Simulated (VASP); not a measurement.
# MgI2 (P-3m1) in VASP: a series of runs

Runs on MgI2. Level: PBEsol. Tasks: single point.

Program: VASP 6.6.1. These are calculated values, not measurements. Logs are shortened: lines on timing, memory, paths and dates and some standing lists are left out, and cuts for length are marked.

## Step 1: The cell of the first run

The structure is trigonal, space group P-3m1 (No. 164). The conventional cell has a = 4.029 Å, b = 4.029 Å, c = 7.068 Å, α = 90.00°, β = 90.00°, γ = 120.00°. Mg (site symmetry -3m) has 6 I at 2.89 Å within 3.8 Å. Within 3.8 Å of I (site symmetry 3m) lie 3 Mg at 2.89 Å.

## Step 2: Single point, PBEsol (strain -0.030 along x and y, +0.030 along z)

The input, INCAR:

```
SYSTEM = MgI2
ALGO     = Normal         ! electronic algorithm
EDIFF    = 1E-6           ! SCF threshold, eV
ENCUT    = 520            ! plane-wave cutoff, eV
GGA      = PS             ! functional
ISIF     = 2              ! what is computed and relaxed
ISMEAR   = 0              ! smearing method
LASPH    = .True.         ! aspherical terms in the spheres
LCHARG   = .False.        ! write CHGCAR
LREAL    = .False.        ! projectors in reciprocal space
LWAVE    = .False.        ! write WAVECAR
NBANDS   = 15             ! bands
NELM     = 100            ! most SCF steps
PREC     = Accurate       ! precision mode
SIGMA    = 0.05           ! smearing width, eV
```

The input, KPOINTS:

```
k-points
0
Gamma
  6 6 4
  0 0 0
```

The input, POSCAR:

```
MgI2
1.0
    4.0290891177      0.0000000000      0.0000000000
   -2.0145445589      3.4892935301      0.0000000000
    0.0000000000      0.0000000000      7.0678600000
Mg I
1 2
Direct
    0.0000000000      0.0000000000      0.0000000000
    0.3333333333      0.6666666667      0.7576300000
    0.6666666667      0.3333333333      0.2423700000
```

Potentials or basis: VASP PAW PBE potentials, release 64 (Mg, I).

The run is started by

```bash
$ cat potpaw_PBE.64/Mg/POTCAR potpaw_PBE.64/I/POTCAR > POTCAR
$ mpirun -np 1 vasp_std > vasp.out
```

OUTCAR:

```text
SYSTEM = MgI2
   EDIFF = 1E-6
   ENCUT = 520
   GGA = PS
   ISIF = 2
   ISMEAR = 0
   LASPH = .True.
   LREAL = .False.
   NELM = 100
   PREC = Accurate

 ion  position               nearest neighbor table
   1  0.000  0.000  0.000-   2 2.89   3 2.89   3 2.89   2 2.89   3 2.89   2 2.89
   2  0.333  0.667  0.758-   1 2.89   1 2.89   1 2.89
   3  0.667  0.333  0.242-   1 2.89   1 2.89   1 2.89

  LATTYP: Found a hexagonal cell.
 ALAT       =     4.0290891177
 C/A-ratio  =     1.7542079099

  Lattice vectors:

 A1 = (   4.0290891177,   0.0000000000,   0.0000000000)
 A2 = (  -2.0145445589,   3.4892935301,   0.0000000000)
 A3 = (   0.0000000000,   0.0000000000,   7.0678600000)

Analysis of symmetry for initial positions (statically):
=====================================================================
 Subroutine PRICEL returns:
 Original cell was already a primitive cell.

 Routine SETGRP: Setting up the symmetry group for a
 hexagonal supercell.

 Subroutine GETGRP returns: Found 12 space group operations
 (whereof 12 operations were pure point group operations)
 out of a pool of 24 trial point group operations.

The static configuration has the point symmetry D_3d.

Analysis of symmetry for dynamics (positions and initial velocities):
=====================================================================
 Subroutine PRICEL returns:
 Original cell was already a primitive cell.

 Routine SETGRP: Setting up the symmetry group for a
 hexagonal supercell.

 Subroutine GETGRP returns: Found 12 space group operations
 (whereof 12 operations were pure point group operations)
 out of a pool of 24 trial point group operations.

The dynamic configuration has the point symmetry D_3d.

 Subroutine INISYM returns: Found 12 space group operations
 (whereof 12 operations are pure point group operations),
 and found     1 'primitive' translations

----------------------------------------------------------------------------------------

                                     Primitive cell

  volume of cell :      99.3647

  direct lattice vectors                    reciprocal lattice vectors
     4.029089118  0.000000000  0.000000000     0.248195056  0.143295483  0.000000000
    -2.014544559  3.489293530  0.000000000     0.000000000  0.286590965  0.000000000
     0.000000000  0.000000000  7.067860000     0.000000000  0.000000000  0.141485542

  length of vectors
     4.029089118  4.029089118  7.067860000     0.286590965  0.286590965  0.141485542

  position of ions in fractional coordinates (direct lattice)
     0.000000000  0.000000000  0.000000000
     0.333333333  0.666666667  0.757630000
     0.666666667  0.333333333  0.242370000

  ion indices of the primitive-cell ions
   primitive index   ion index
                 1           1
                 2           2
                 3           3

----------------------------------------------------------------------------------------

 KPOINTS: k-points

Automatic generation of k-mesh.
 Grid dimensions read from file:
 generate k-points for:    6    6    4

 Generating k-lattice:

  Cartesian coordinates                     Fractional coordinates (reciprocal lattice)
     0.041365843  0.023882580  0.000000000     0.166666667  0.000000000  0.000000000
     0.000000000  0.047765161  0.000000000     0.000000000  0.166666667  0.000000000
     0.000000000  0.000000000  0.035371385     0.000000000  0.000000000  0.250000000

  Length of vectors
     0.047765161  0.047765161  0.035371385

  Shift w.r.t. Gamma in fractional coordinates (k-lattice)
     0.000000000  0.000000000  0.000000000

 Subroutine IBZKPT returns following result:
 ===========================================

 Found     24 irreducible k-points:

 Following reciprocal coordinates:
            Coordinates               Weight
  0.000000  0.000000  0.000000      1.000000
  0.166667 -0.000000  0.000000      6.000000
  0.333333 -0.000000  0.000000      6.000000
  0.500000 -0.000000  0.000000      3.000000
  0.166667  0.166667  0.000000      6.000000
  0.333333  0.166667  0.000000     12.000000
[... 16 lines left out ...]
  0.333333  0.166667  0.500000     12.000000
  0.333333  0.333333  0.500000      2.000000
   k-points           NKPTS =     24   k-points in BZ     NKDIM =     24   number of bands    NBANDS=     15
   number of dos      NEDOS =    301   number of ions     NIONS =      3
   total plane-waves  NPLWV =  48600
   dimension x,y,z NGX =    30 NGY =   30 NGZ =   54
   dimension x,y,z NGXF=    60 NGYF=   60 NGZF=  108
   ions per type =               1   2
   NGX,Y,Z   is equivalent  to a cutoff of  12.38, 12.38, 12.70 a.u.
   NGXF,Y,Z  is equivalent  to a cutoff of  24.76, 24.76, 25.40 a.u.
 SYSTEM =  MgI2
   PREC   = accura    normal or accurate (medium, high low for compatibility)
   ISTART =      0    job   : 0-new  1-cont  2-samecut
   ICHARG =      2    charge: 1-file 2-atom 10-const
   ISPIN  =      1    spin polarized calculation?
   LNONCOLLINEAR =      F non collinear calculations
   LSORBIT =      F    spin-orbit coupling
   LASPH  =      T    aspherical Exc in radial PAW
   ENCUT  =  520.0 eV  38.22 Ry    6.18 a.u.   7.49  7.49 13.14*2*pi/ulx,y,z
   NELM   =    100;   NELMIN=  2; NELMDL= -5     # of ELM steps
   EDIFF  = 0.1E-05   stopping-criterion for ELM
   LREAL  =      F    real-space projection
   EDIFFG = 0.1E-04   stopping-criterion for IOM
   NSW    =      0    number of steps for IOM
   IBRION =     -1    ionic relax: 0-MD 1-quasi-New 2-CG
   NFREE  =      0    steps in history (QN), initial steepest desc. (CG)
   ISIF   =      2    stress and relaxation
   ISYM   =      2    0-nonsym 1-usesym 2-fastsym
   POTIM  = 0.5000    time-step for ionic-motion
   TEBEG  =    0.0;   TEEND  =   0.0 temperature during run
   PSTRESS=    0.0 pullay stress
   NELECT =      16.0000    total number of electrons
   NUPDOWN=      -1.0000    fix difference up-down
   EMIN   =  10.00;   EMAX   =-10.00  energy-range for DOS
   EFERMI =   0.00;   METHOD = LEGACY
   ISMEAR =     0;   SIGMA  =   0.05  broadening in eV -4-tet -1-fermi 0-gaus
   EFERMI_NEDOS =   21; number of points for ismear=-14 and -15
   IALGO  =     38    algorithm
   IMIX   =      4    mixing-type and parameters
     AMIX     =   0.40;   BMIX     =  1.00
     AMIX_MAG =   1.60;   BMIX_MAG =  1.00
  volume/ion in A,a.u.               =      33.12       223.52
  Fermi-wavevector in a.u.,A,eV,Ry     =   0.890644  1.683073 10.792772  0.793246
  Thomas-Fermi vector in A             =   2.012361
   LORBIT       =      0    0 simple, 1 ext, 2 COOP (PROOUT), +10 PAW based schemes
   GGA     = PS    functional components
   LHFCALC =     F    Hartree Fock is set to
   AEXX    =    0.0000 exact exchange contribution
   IVDW    =     0    specifies the selected vdW correction
   LEPSILON=     F    determine dielectric tensor
   LRPA    =     F    only Hartree local field effects (RPA)
 non-spin polarized calculation
 Gauss-broadening in eV      SIGMA  =   0.05
  energy-cutoff  :      520.00
  volume of cell :       99.36
 maximum number of plane-waves:      2726
 NGX is ok and might be reduce to    30
   NGX = 15   NGY = 15   NGZ = 27

 number of electron      15.9999998 magnetization

 Free energy of the ion-electron system (eV)
  ---------------------------------------------------
  ext. energy  EPLUGINS =         0.00000000
  ---------------------------------------------------
  free energy    TOTEN  =        -8.39867829 eV

  energy without entropy =       -8.39867829  energy(sigma->0) =       -8.39867829

 E-fermi :   2.8520     XC(G=0):  -8.4950

 val. band max:        2.6048754115   @ k =   0.0000   0.0000   0.0000
 cond. band min:       6.0061326989   @ k =   0.5000  -0.0000   0.5000
 fundamental gap:      3.4012572875
 Fermi energy:         2.8520032141

 k-point     1 :       0.0000    0.0000    0.0000
  band No.  band energies     occupation
      1      -9.7585      2.00000
      2      -9.0852      2.00000
      3      -1.2998      2.00000
      4       2.2370      2.00000
      5       2.2569      2.00000
      6       2.2569      2.00000
      7       2.6049      2.00000
      8       2.6049      2.00000
      9       6.3026      0.00000
     10       7.4174      0.00000
     11       9.4348      0.00000
     12       9.4348      0.00000
     13       9.5331      0.00000
     14      10.7369      0.00000
     15      10.7369      0.00000

 k-point     2 :       0.1667   -0.0000    0.0000
  band No.  band energies     occupation
      1      -9.5944      2.00000
      2      -8.9838      2.00000
      3      -1.0800      2.00000
      4       1.1053      2.00000
      5       1.5827      2.00000
      6       1.9184      2.00000
      7       2.1868      2.00000
      8       2.4987      2.00000
      9       7.2133      0.00000
     10       7.9589      0.00000
     11       8.8421      0.00000
     12       9.5727      0.00000
     13       9.8068      0.00000
     14      10.5432      0.00000
     15      11.0572      0.00000

 k-point     3 :       0.3333   -0.0000    0.0000
  band No.  band energies     occupation
      1      -9.2017      2.00000
      2      -8.7887      2.00000
      3      -0.8278      2.00000
      4      -0.2772      2.00000
      5       0.3515      2.00000
      6       1.4320      2.00000
      7       1.8901      2.00000
      8       2.2090      2.00000
      9       6.6456      0.00000
     10       7.8627      0.00000
     11       8.1671      0.00000
     12       9.7173      0.00000
     13       9.7853      0.00000
     14      10.9586      0.00000
     15      11.8407      0.00000
[... 343 lines left out ...]
 k-point    23 :       0.3333    0.1667    0.5000
  band No.  band energies     occupation
      1      -8.8915      2.00000
      2      -8.7749      2.00000
      3      -1.0884      2.00000
      4      -0.6425      2.00000
      5       0.5355      2.00000
      6       0.8504      2.00000
      7       1.6213      2.00000
      8       1.7708      2.00000
      9       6.7727      0.00000
     10       7.7930      0.00000
     11       8.5347      0.00000
     12       9.4141      0.00000
     13       9.5677      0.00000
     14      10.5983      0.00000
     15      11.9966      0.00000

 k-point    24 :       0.3333    0.3333    0.5000
  band No.  band energies     occupation
      1      -8.7454      2.00000
      2      -8.7454      2.00000
      3      -0.7905      2.00000
      4      -0.3910      2.00000
      5      -0.3910      2.00000
      6       0.0938      2.00000
      7       1.7649      2.00000
      8       1.7649      2.00000
      9       7.2376      0.00000
     10       7.9555      0.00000
     11       7.9555      0.00000
     12       9.5210      0.00000
     13      11.2024      0.00000
     14      11.3252      0.00000
     15      11.5393      0.00000

------------------------ aborting loop because EDIFF is reached ----------------------------------------

  FORCE on cell =-STRESS in cart. coord.  units (eV):
  Direction    XX          YY          ZZ          XY          YZ          ZX
  --------------------------------------------------------------------------------------
  -------------------------------------------------------------------------------------
  Total        0.8835099      0.8835099     -0.1149996     -0.0000000     -0.0000000      0.0000000
  in kB       14.2458939     14.2458939     -1.8542765     -0.0000000     -0.0000000      0.0000000
  external PRESSURE =       8.8791704 kB  Pullay stress =       0.0000000 kB

 VOLUME and BASIS-vectors are now :
 -----------------------------------------------------------------------------
  energy-cutoff  :      520.00
  volume of cell :       99.36
      direct lattice vectors                 reciprocal lattice vectors
     4.029089118  0.000000000  0.000000000     0.248195056  0.143295483  0.000000000
    -2.014544559  3.489293530  0.000000000     0.000000000  0.286590965  0.000000000
     0.000000000  0.000000000  7.067860000     0.000000000  0.000000000  0.141485542

 POSITION                                       TOTAL-FORCE (eV/Angst)
 -----------------------------------------------------------------------------------
      0.00000      0.00000      0.00000        -0.000000      0.000000      0.000000
     -0.00000      2.32620      5.35482        -0.000000      0.000000      0.051880
      2.01454      1.16310      1.71304         0.000000     -0.000000     -0.051880
 -----------------------------------------------------------------------------------
    total drift:                                0.000000     -0.000000     -0.000000

  FREE ENERGIE OF THE ION-ELECTRON SYSTEM (eV)
  ---------------------------------------------------
  free  energy   TOTEN  =        -8.3986782890 eV

  energy  without entropy=       -8.3986782890  energy(sigma->0) =       -8.39867829
```

Wall time 16 s (1 thread of Intel Xeon Platinum 8559C (Emerald Rapids), shared host); peak memory 0.22 GiB.

Results:

```yaml
Free_energy: -8.3987 eV
Pressure: 0.9 GPa
Largest_force: 0.052 eV/Å
Band_gap_on_the_k_mesh: 3.40 eV, indirect (least direct gap 3.70 eV)
```

Forces in eV/Å, atoms in the order of the input:
```
Mg   0.000  0.000  0.000
I    0.000  0.000  0.052
I    0.000  0.000 -0.052
```

Stress tensor (GPa, compression positive):
```
 1.42  0.00  0.00
 0.00  1.42  0.00
 0.00  0.00 -0.19
```

Levels at points of the mesh, in eV from the valence-band top:
| k point | band 5 | band 6 | band 7 | band 8 | band 9 | band 10 | band 11 | band 12 |
| --- | --- | --- | --- | --- | --- | --- | --- | --- |
| (0.00, 0.00, 0.00) | -0.35 | -0.35 | 0.00 | 0.00 | 3.70 | 4.81 | 6.83 | 6.83 |
| (0.50, 0.00, 0.00) | -2.12 | -1.37 | -1.14 | -0.54 | 3.56 | 5.12 | 5.12 | 6.94 |
| (0.00, 0.00, 0.50) | -0.27 | -0.27 | -0.09 | -0.09 | 4.80 | 4.87 | 6.69 | 6.69 |
| (0.50, 0.00, 0.50) | -1.45 | -1.23 | -1.06 | -0.74 | 3.40 | 4.86 | 5.22 | 5.75 |

Caveat: the cell differs from its parent crystal (strain -0.030 along x and y, +0.030 along z); the PAW data sets were made with another functional, which shifts forces and pressure a little; spin-orbit coupling is left out, which moves the levels of the heavy elements; this functional lacks dispersion, which binds the layers, so the pressure and a relaxed spacing across them are unreliable.

## Step 3: Single point, PBEsol (strain +0.000 along x and y, -0.030 along z)

The input, INCAR:

```
SYSTEM = MgI2
PREC = Accurate
ENCUT = 520
EDIFF = 1E-6
ISMEAR = 0
SIGMA = 0.05
LREAL = .FALSE.
LASPH = .TRUE.
NELM = 100
ALGO = Normal
ISIF = 2
LWAVE = .FALSE.
LCHARG = .TRUE.
GGA = PS
LELF = .TRUE.
LVHAR = .TRUE.
NBANDS = 15
```

The input, KPOINTS:

```
regular mesh
0
G
  6 6 4
  0 0 0
```

The input, POSCAR:

```
MgI2
1.0
    4.1537001214      0.0000000000      0.0000000000
   -2.0768500607      3.5972098248      0.0000000000
    0.0000000000      0.0000000000      6.6561400000
Mg I
1 2
Direct
    0.0000000000      0.0000000000      0.0000000000
    0.3333333333      0.6666666667      0.7576300000
    0.6666666667      0.3333333333      0.2423700000
```

Potentials or basis: VASP PAW PBE potentials, release 64 (Mg, I).

The run is started by

```bash
$ cat potpaw_PBE.64/Mg/POTCAR potpaw_PBE.64/I/POTCAR > POTCAR
$ mpirun -np 1 vasp_std > vasp.out
```

Wall time 15 s (1 thread of Intel Xeon Platinum 8559C (Emerald Rapids), shared host); peak memory 0.22 GiB.

Results (log left out):

| Item | Value |
| --- | --- |
| Free energy | -8.4042 eV |
| Pressure | 0.7 GPa |
| Largest force | 0.188 eV/Å |
| Band gap on the k mesh | 3.30 eV, indirect (least direct gap 3.49 eV) |

Forces in eV/Å, atoms in the order of the input:
```
Mg   0.000  0.000  0.000
I    0.000  0.000 -0.188
I    0.000  0.000  0.188
```

Stress tensor (GPa, compression positive):
```
0.33 0.00 0.00
0.00 0.33 0.00
0.00 0.00 1.55
```

Levels at points of the mesh, in eV from the valence-band top:
| k point | band 5 | band 6 | band 7 | band 8 | band 9 | band 10 | band 11 | band 12 |
| --- | --- | --- | --- | --- | --- | --- | --- | --- |
| (0.00, 0.00, 0.00) | -0.76 | -0.31 | -0.31 | 0.00 | 3.49 | 4.36 | 6.39 | 6.39 |
| (0.50, 0.00, 0.00) | -2.13 | -1.73 | -1.11 | -0.65 | 3.38 | 5.08 | 5.30 | 6.72 |
| (0.00, 0.00, 0.50) | -0.64 | -0.64 | -0.43 | -0.43 | 4.44 | 4.51 | 6.17 | 6.17 |
| (0.50, 0.00, 0.50) | -1.53 | -1.26 | -0.96 | -0.95 | 3.37 | 4.96 | 5.49 | 5.88 |

Caveat: the cell differs from its parent crystal (strain +0.000 along x and y, -0.030 along z); the PAW data sets were made with another functional, which shifts forces and pressure a little; spin-orbit coupling is left out, which moves the levels of the heavy elements; this functional lacks dispersion, which binds the layers, so the pressure and a relaxed spacing across them are unreliable. A k mesh can miss the band edges.
